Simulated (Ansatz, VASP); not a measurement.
## CuO: VASP beside Ansatz

```xyz
2
Lattice="0.0000 2.0564 2.0564 2.0564 0.0000 2.0564 2.0564 2.0564 0.0000" Properties=species:S:1:pos:R:3 pbc="T T T"
Cu    0.0000    0.0000    0.0000
O     2.0564    2.0564    2.0564
```

Alike in both runs: task single point; functional PBE; k mesh 22 × 22 × 22; occupations gaussian, width 0.1 eV; no spin polarisation.

|  | VASP | Ansatz |
| --- | --- | --- |
| version | VASP 6.6.1 | Ansatz 0.2.0 |
| potentials or method | VASP PAW PBE potentials, release 64 (Cu, O), cutoff 520 eV | scalar-relativistic, plane waves, PAW |
| valence electrons in the cell | 17 | 25 |

|  | VASP | Ansatz | Ansatz less VASP |
| --- | --- | --- | --- |
| gap on the k mesh at the Fermi level (eV) | none | none | - |
| pressure (GPa) | 21.3 | 20.8 | -0.54 |

A gap of «none» marks a metal or a gap that the smearing closes. VASP's potentials hold 17 valence electrons a cell and Ansatz's 25, so a difference there can come from the potentials and not from the codes.
